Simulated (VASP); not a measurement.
# RbCl (Fm-3m) in VASP: a series of runs

The runs below take RbCl through elastic constants, with PBEsol.

Everything below comes from runs of VASP 6.6.1. Logs are shortened: lines on timing, memory, paths and dates and some standing lists are left out, and cuts for length are marked.

### 1 The cell of the first run

Symmetry: Fm-3m, No. 225, cubic system. The conventional cell has a = 6.548 Å, b = 6.548 Å, c = 6.548 Å, α = 90.00°, β = 90.00°, γ = 90.00°. Rb (site symmetry m-3m) has 6 Cl at 3.27 Å within 4.3 Å. Within 4.3 Å of Cl (site symmetry m-3m) lie 6 Rb at 3.27 Å.

### 2 Elastic constants, PBEsol

INCAR reads:

```
SYSTEM = RbCl
  ALGO = Normal
  EDIFF = 1E-8
  ENCUT = 500
  GGA = PS
  GGA_COMPAT = .False.
  IBRION = 6
  ISIF = 3
  ISMEAR = 0
  LASPH = .True.
  LCHARG = .False.
  LREAL = .False.
  LWAVE = .False.
  NBANDS = 15
  NELM = 120
  NFREE = 2
  NSW = 1
  POTIM = 0.015
  PREC = Accurate
  SIGMA = 0.01
```

KPOINTS reads:

```
k-points
0
Gamma
  6 6 6
  0 0 0
```

POSCAR reads:

```
RbCl
1.0
    0.0000000000      3.2740000000      3.2740000000
    3.2740000000      0.0000000000      3.2740000000
    3.2740000000      3.2740000000      0.0000000000
Rb Cl
1 1
Direct
    0.0000000000      0.0000000000      0.0000000000
    0.5000000000      0.5000000000      0.5000000000
```

Potentials or basis: VASP PAW PBE potentials, release 64 (Rb_sv, Cl).

The run is started by

```sh
$ cat potpaw_PBE.64/Rb_sv/POTCAR potpaw_PBE.64/Cl/POTCAR > POTCAR
$ mpirun -np 1 vasp_std > vasp.out
```

OUTCAR:

```text
SYSTEM = RbCl
   EDIFF = 1E-8
   ENCUT = 500
   GGA = PS
   IBRION = 6
   ISIF = 3
   ISMEAR = 0
   LASPH = .True.
   LREAL = .False.
   NELM = 120
   NFREE = 2
   NSW = 1
   POTIM = 0.015
   PREC = Accurate

 ion  position               nearest neighbor table
   1  0.000  0.000  0.000-   2 3.27   2 3.27   2 3.27   2 3.27   2 3.27   2 3.27
   2  0.500  0.500  0.500-   1 3.27   1 3.27   1 3.27   1 3.27   1 3.27   1 3.27

  LATTYP: Found a face centered cubic cell.
 ALAT       =     6.5480000000

  Lattice vectors:

 A1 = (   0.0000000000,   3.2740000000,   3.2740000000)
 A2 = (   3.2740000000,   0.0000000000,   3.2740000000)
 A3 = (   3.2740000000,   3.2740000000,   0.0000000000)

Analysis of symmetry for initial positions (statically):
=====================================================================
 Subroutine PRICEL returns:
 Original cell was already a primitive cell.

 Routine SETGRP: Setting up the symmetry group for a
 face centered cubic supercell.

 Subroutine GETGRP returns: Found 48 space group operations
 (whereof 48 operations were pure point group operations)
 out of a pool of 48 trial point group operations.

The static configuration has the point symmetry O_h .

Analysis of symmetry for dynamics (positions and initial velocities):
=====================================================================
 Subroutine PRICEL returns:
 Original cell was already a primitive cell.

 Routine SETGRP: Setting up the symmetry group for a
 face centered cubic supercell.

 Subroutine GETGRP returns: Found 48 space group operations
 (whereof 48 operations were pure point group operations)
 out of a pool of 48 trial point group operations.

The dynamic configuration has the point symmetry O_h .

 Subroutine INISYM returns: Found 48 space group operations
 (whereof 48 operations are pure point group operations),
 and found     1 'primitive' translations

----------------------------------------------------------------------------------------

                                     Primitive cell

  volume of cell :      70.1885

  direct lattice vectors                    reciprocal lattice vectors
     0.000000000  3.274000000  3.274000000    -0.152718387  0.152718387  0.152718387
     3.274000000  0.000000000  3.274000000     0.152718387 -0.152718387  0.152718387
     3.274000000  3.274000000  0.000000000     0.152718387  0.152718387 -0.152718387

  length of vectors
     4.630135203  4.630135203  4.630135203     0.264516006  0.264516006  0.264516006

  position of ions in fractional coordinates (direct lattice)
     0.000000000  0.000000000  0.000000000
     0.500000000  0.500000000  0.500000000

  ion indices of the primitive-cell ions
   primitive index   ion index
                 1           1
                 2           2

----------------------------------------------------------------------------------------

 KPOINTS: k-points

Automatic generation of k-mesh.
 Grid dimensions read from file:
 generate k-points for:    6    6    6

 Generating k-lattice:

  Cartesian coordinates                     Fractional coordinates (reciprocal lattice)
    -0.025453065  0.025453065  0.025453065     0.166666667  0.000000000  0.000000000
     0.025453065 -0.025453065  0.025453065     0.000000000  0.166666667  0.000000000
     0.025453065  0.025453065 -0.025453065     0.000000000  0.000000000  0.166666667

  Length of vectors
     0.044086001  0.044086001  0.044086001
[... 102 lines left out ...]
  -------------------------------------------------------------------------------------
  Total       -0.0084866     -0.0084866     -0.0084866      0.0000000      0.0000000      0.0000000
  in kB       -0.1937207     -0.1937207     -0.1937207      0.0000000      0.0000000      0.0000000
  external PRESSURE =      -0.1937207 kB  Pullay stress =       0.0000000 kB
[... 89 lines left out ...]
  FREE ENERGIE OF THE ION-ELECTRON SYSTEM (eV)
  ---------------------------------------------------
  free  energy   TOTEN  =        -6.8925870606 eV

  energy  without entropy=       -6.8925870606  energy(sigma->0) =       -6.89258706

[... ionic steps 4 to 14 ...]

--------------------------------------- Ionic step       15  -------------------------------------------

 number of electron      16.0000001 magnetization

------------------------ aborting loop because EDIFF is reached ----------------------------------------
[... 67 lines left out ...]
--------------------------------------- Ionic step       17  -------------------------------------------

 number of electron      16.0000001 magnetization

 Free energy of the ion-electron system (eV)
  ---------------------------------------------------
  ext. energy  EPLUGINS =         0.00000000
  ---------------------------------------------------
  free energy    TOTEN  =        -6.89440055 eV

  energy without entropy =       -6.89440055  energy(sigma->0) =       -6.89440055

 E-fermi :  -1.7980     XC(G=0):  -7.5902

 val. band max:       -1.8944292993   @ k =   0.0000   0.0000   0.0000
 cond. band min:       2.9933303052   @ k =   0.0000   0.0000   0.0000
 fundamental gap:      4.8877596046
 Fermi energy:        -1.7980069763

 k-point     1 :       0.0000    0.0000    0.0000
  band No.  band energies     occupation
      1     -25.7348      2.00000
      2     -13.8773      2.00000
      3      -9.7949      2.00000
      4      -9.7948      2.00000
      5      -9.7948      2.00000
      6      -1.8945      2.00000
      7      -1.8945      2.00000
      8      -1.8944      2.00000
      9       2.9933      0.00000
     10       6.0189      0.00000
     11       6.0190      0.00000
     12       6.0190      0.00000
     13       7.0099      0.00000
     14       7.0103      0.00000
[... 401 lines left out ...]
      2     -13.8838      2.00000
      3      -9.9948      2.00000
      4      -9.8470      2.00000
      5      -9.8267      2.00000
      6      -2.4686      2.00000
      7      -2.1889      2.00000
      8      -2.1563      2.00000
      9       5.3723      0.00000
     10       6.3417      0.00000
     11       7.5145      0.00000
     12       7.7715      0.00000
     13       8.5117      0.00000
     14       9.4751      0.00000
     15      10.6861      0.00000

 [... further k-points ...]

------------------------ aborting loop because EDIFF is reached ----------------------------------------

  FORCE on cell =-STRESS in cart. coord.  units (eV):
  Direction    XX          YY          ZZ          XY          YZ          ZX
  --------------------------------------------------------------------------------------
  -------------------------------------------------------------------------------------
  Total       -0.0065707     -0.0088144     -0.0088144     -0.0000000      0.0000000      0.0000000
  in kB       -0.1499874     -0.2012041     -0.2012041     -0.0000000      0.0000000      0.0000000
  external PRESSURE =      -0.1841319 kB  Pullay stress =       0.0000000 kB
[... 17 lines left out ...]
  FREE ENERGIE OF THE ION-ELECTRON SYSTEM (eV)
  ---------------------------------------------------
  free  energy   TOTEN  =        -6.8944005518 eV

  energy  without entropy=       -6.8944005518  energy(sigma->0) =       -6.89440055

 INTERNAL STRAIN TENSORS FROM STRAINED CELLS
 ============================================

 INTERNAL STRAIN TENSOR FOR ION    1 for displacements in x,y,z  (eV/Angst):
          X           Y           Z          XY          YZ          ZX
  --------------------------------------------------------------------------------
  x     0.00000    -0.00000     0.00000     0.00000     0.00000     0.00000
  y    -0.00000     0.00000     0.00000    -0.00000     0.00000    -0.00000
  z     0.00000     0.00000    -0.00000     0.00000     0.00000     0.00000

 INTERNAL STRAIN TENSORS FROM DISPLACED ATOMS
 ============================================

 INTERNAL STRAIN TENSOR FOR ION    1 for displacements in x,y,z  (eV/Angst):
          X           Y           Z          XY          YZ          ZX
  --------------------------------------------------------------------------------
  x     0.00000     0.00000     0.00000     0.00000     0.00000     0.00000
  y     0.00000     0.00000     0.00000     0.00000     0.00000     0.00000
  z     0.00000     0.00000     0.00000     0.00000     0.00000     0.00000

 INTERNAL STRAIN TENSOR FOR ION    2 for displacements in x,y,z  (eV/Angst):
          X           Y           Z          XY          YZ          ZX
  --------------------------------------------------------------------------------
  x     0.00000     0.00000     0.00000     0.00000     0.00000     0.00000
  y     0.00000     0.00000     0.00000     0.00000     0.00000     0.00000
  z     0.00000     0.00000     0.00000     0.00000     0.00000     0.00000

 Eigenvectors and eigenvalues of the dynamical matrix
 ----------------------------------------------------

   1 f  =    3.399964 THz    21.362604 2PiTHz  113.410592 cm-1    14.061115 meV
             X         Y         Z           dx          dy          dz
      0.000000  0.000000  0.000000    -0.540838    0.000000    0.000000
      3.274000  3.274000  3.274000     0.841127    0.000000    0.000000
[... 21 lines left out ...]
   6 f/i=    0.002563 THz     0.016106 2PiTHz    0.085503 cm-1     0.010601 meV
             X         Y         Z           dx          dy          dz
      0.000000  0.000000  0.000000     0.000000    0.000000    0.841127
      3.274000  3.274000  3.274000     0.000000    0.000000    0.540838

--------------------------------------------------------------------------------------------------------

 ELASTIC MODULI CONTR FROM IONIC RELAXATION (kBar)
 Direction    XX          YY          ZZ          XY          YZ          ZX
 --------------------------------------------------------------------------------
 XX           0.0000      0.0000      0.0000      0.0000      0.0000      0.0000
 YY           0.0000      0.0000      0.0000      0.0000      0.0000      0.0000
 ZZ           0.0000      0.0000      0.0000      0.0000      0.0000      0.0000
 XY           0.0000      0.0000      0.0000      0.0000      0.0000      0.0000
 YZ           0.0000      0.0000      0.0000      0.0000      0.0000      0.0000
 ZX           0.0000      0.0000      0.0000      0.0000      0.0000      0.0000
 --------------------------------------------------------------------------------

 TOTAL ELASTIC MODULI (kBar)
 Direction    XX          YY          ZZ          XY          YZ          ZX
 --------------------------------------------------------------------------------
 XX         393.0409     54.2658     54.2658     -0.0000     -0.0000     -0.0000
 YY          54.2658    393.0409     54.2658      0.0000     -0.0000      0.0000
 ZZ          54.2658     54.2658    393.0409     -0.0000      0.0000      0.0000
 XY          -0.0000      0.0000     -0.0000     51.6171      0.0000      0.0000
 YZ          -0.0000     -0.0000      0.0000      0.0000     51.6171      0.0000
 ZX          -0.0000      0.0000      0.0000      0.0000      0.0000     51.6171
 --------------------------------------------------------------------------------
```

It took 11 min on 1 thread of Intel Xeon Platinum 8259CL at 2.50GHz (Skylake/Cascade Lake), shared host; peak memory 0.29 GiB.

What came out:

| Item | Value |
| --- | --- |
| Elastic constants C11, C12, C44 | 39, 5, 5 GPa |
| Voigt bulk modulus | 17 GPa |
| Highest phonon frequency at Γ, LO-TO splitting left out | 113 cm⁻¹ |

Phonon frequencies in cm⁻¹ (negative: imaginary):
```csv
q point,frequencies
"(0.000, 0.000, 0.000)",0 0 0 113 113 113
```

Elastic tensor in Voigt notation (GPa, in the Cartesian axes of the cell as first typed):
```
39  5  5  0  0  0
 5 39  5  0  0  0
 5  5 39  0  0  0
 0  0  0  5  0  0
 0  0  0  0  5  0
 0  0  0  0  0  5
```

Clamped-ion elastic tensor (GPa):
```
39  5  5  0  0  0
 5 39  5  0  0  0
 5  5 39  0  0  0
 0  0  0  5  0  0
 0  0  0  0  5  0
 0  0  0  0  0  5
```

Caveat: the PAW data sets were made with another functional, which shifts forces and pressure a little.

(Part 1 of 2 ends here.)
